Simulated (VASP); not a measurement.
# Al (Fm-3m) in VASP: further runs, part 2 of 2

VASP 6.6.1. The steps go on from the part before.

### 3 Relaxation of volume and atoms at fixed shape, LDA

This run uses another cell than the first one, of 16.60 Å³/atom, 1.046 times its volume.

File INCAR:

```
PREC = Accurate
ENCUT = 500
EDIFF = 1E-7
ISMEAR = -1
SIGMA = 0.05
LREAL = F
LASPH = T
NELM = 120
ALGO = Normal
ISIF = 8
LWAVE = F
LCHARG = F
IBRION = 2
NSW = 50
EDIFFG = -0.03
GGA_COMPAT = F
NELMIN = 4
```

File KPOINTS:

```
Automatic mesh
0
Gamma
  9 9 9
```

File POSCAR:

```
Al
1.0
    0.0000000000      2.0248050000      2.0248050000
    2.0248050000      0.0000000000      2.0248050000
    2.0248050000      2.0248050000      0.0000000000
Al
1
Direct
    0.0000000000      0.0000000000      0.0000000000
```

Potentials or basis: VASP PAW LDA potentials, release 64 (Al).

On the command line:

```sh
cat potpaw_LDA.64/Al/POTCAR > POTCAR
mpirun -np 1 vasp_std > vasp.out
```

OUTCAR:

```text
PREC = Accurate
   ENCUT = 500
   EDIFF = 1E-7
   ISMEAR = -1
   LREAL = F
   LASPH = T
   NELM = 120
   ISIF = 8
   IBRION = 2
   NSW = 50
   EDIFFG = -0.03
   NELMIN = 4

 ion  position               nearest neighbor table
   1  0.000  0.000  0.000-

  LATTYP: Found a face centered cubic cell.
 ALAT       =     4.0496100000

  Lattice vectors:

 A1 = (   0.0000000000,   2.0248050000,   2.0248050000)
 A2 = (   2.0248050000,   0.0000000000,   2.0248050000)
 A3 = (   2.0248050000,   2.0248050000,   0.0000000000)

Analysis of symmetry for initial positions (statically):
=====================================================================
 Subroutine PRICEL returns:
 Original cell was already a primitive cell.

 Routine SETGRP: Setting up the symmetry group for a
 face centered cubic supercell.

 Subroutine GETGRP returns: Found 48 space group operations
 (whereof 48 operations were pure point group operations)
 out of a pool of 48 trial point group operations.

The static configuration has the point symmetry O_h .

Analysis of symmetry for dynamics (positions and initial velocities):
=====================================================================
[... 165 lines left out ...]
  Total       -0.3515987     -0.3515987     -0.3515987      0.0000000      0.0000000     -0.0000000
  in kB      -33.9295605    -33.9295605    -33.9295605      0.0000000      0.0000000     -0.0000000
  external PRESSURE =     -33.9295605 kB  Pullay stress =       0.0000000 kB
[... 57 lines left out ...]
--------------------------------------- Ionic step        3  -------------------------------------------

 number of electron       3.0000000 magnetization

 Free energy of the ion-electron system (eV)
  ---------------------------------------------------
  ext. energy  EPLUGINS =         0.00000000
  ---------------------------------------------------
  free energy    TOTEN  =        -4.16309730 eV

  energy without entropy =       -4.15766437  energy(sigma->0) =       -4.16038083

 E-fermi :   8.1570     XC(G=0): -10.4833

 val. band max:        8.0535515833   @ k =   0.4444   0.4444   0.0000
 cond. band min:       8.1889863434   @ k =  -0.4444   0.3333   0.1111
 fundamental gap:      0.1354347602
 Fermi energy:         8.1570419366

 k-point     1 :       0.0000    0.0000    0.0000
  band No.  band energies     occupation
      1      -3.1734      2.00000
      2      20.9662      0.00000
      3      20.9662      0.00000
      4      20.9662      0.00000
      5      22.5792      0.00000
[... 177 lines left out ...]
 k-point    24 :       0.4444    0.4444    0.0000
  band No.  band energies     occupation
      1       3.9106      2.00000
      2       8.0536      1.77587
      3      13.6068      0.00000
      4      13.9962      0.00000
      5      13.9962      0.00000

 [... further k-points ...]

------------------------ aborting loop because EDIFF is reached ----------------------------------------

  FORCE on cell =-STRESS in cart. coord.  units (eV):
  Direction    XX          YY          ZZ          XY          YZ          ZX
  --------------------------------------------------------------------------------------
  -------------------------------------------------------------------------------------
  Total        0.0005891      0.0005891      0.0005891     -0.0000000      0.0000000      0.0000000
  in kB        0.0594044      0.0594044      0.0594044     -0.0000000      0.0000000      0.0000000
  external PRESSURE =       0.0594044 kB  Pullay stress =       0.0000000 kB
[... 16 lines left out ...]
  FREE ENERGIE OF THE ION-ELECTRON SYSTEM (eV)
  ---------------------------------------------------
  free  energy   TOTEN  =        -4.1630972963 eV

  energy  without entropy=       -4.1576643664  energy(sigma->0) =       -4.16038083

 reached required accuracy - stopping structural energy minimisation
```

OSZICAR:

```text
N       E                     dE             d eps       ncg     rms          rms(c)
DAV:   1    -0.168116357261E+01   -0.16812E+01   -0.87433E+02   405   0.319E+02
DAV:   2    -0.408526468269E+01   -0.24041E+01   -0.19001E+01   445   0.308E+01
DAV:   3    -0.418345120234E+01   -0.98187E-01   -0.98180E-01   470   0.493E+00
[... 16 lines left out ...]
DAV:   1    -0.416312307162E+01   -0.25929E-03   -0.26708E-03   460   0.328E-01    0.417E-02
DAV:   2    -0.416310770124E+01    0.15370E-04   -0.15973E-05   365   0.354E-02    0.165E-02
DAV:   3    -0.416309775531E+01    0.99459E-05   -0.40340E-06   430   0.120E-02    0.484E-03
DAV:   4    -0.416309729644E+01    0.45887E-06   -0.23834E-07   435   0.295E-03    0.315E-03
DAV:   5    -0.416309729626E+01    0.17941E-09   -0.17100E-09   175   0.434E-04
   3 F= -.41630973E+01 E0= -.41603808E+01  d E =-.782319E-02
```

CONTCAR:

```text
Al
   1.00000000000000
     0.0000000000000000    1.9953722504464282    1.9953722504464282
     1.9953722504464282    0.0000000000000000    1.9953722504464282
     1.9953722504464282    1.9953722504464282    0.0000000000000000
  Al
     1
Direct
     0.0000000000000000    0.0000000000000000    0.0000000000000000

  0.00000000E+00  0.00000000E+00  0.00000000E+00
```

Wall time 1.9 s (1 thread of Intel Xeon 6975P-C (Granite Rapids), shared host); peak memory 0.12 GiB.

Results:

```
Free energy                            : -4.1631 eV
Relaxed volume                         : 15.89 Å³/atom
Relaxed cell                           : a = 2.822 Å, b = 2.822 Å, c = 2.822 Å, α = 60.00°, β = 60.00°, γ = 60.00°
Space group after relaxing (to 0.05 Å) : Fm-3m (No. 225)
Energy gained by relaxing              : 7.8 meV/atom
Ionic steps                            : 3
Pressure after relaxing                : 0.0 GPa
```

The path:
| step | energy change (eV) | largest force (eV/Å) | pressure (GPa) | volume (Å³) |
| --- | --- | --- | --- | --- |
| 1 | 0.0000 | 0.0000 | -3.39 | 16.60 |
| 2 | -0.0076 | 0.0000 | 0.64 | 15.77 |
| 3 | -0.0078 | 0.0000 | 0.01 | 15.89 |

Final structure:
```
Al
1.0
     0.00000    1.99537    1.99537
     1.99537    0.00000    1.99537
     1.99537    1.99537    0.00000
Al
1
Cartesian
  0.0000 0.0000 0.0000
```

Levels at points of the mesh, in eV from the Fermi level:
```tsv
k point	band 1	band 2	band 3	band 4	band 5
(0.00, 0.00, 0.00)	-11.33	12.81	12.81	12.81	14.42
```

LDA usually gives volumes a few per cent too small. Zero-point motion and thermal expansion aren't in these numbers.
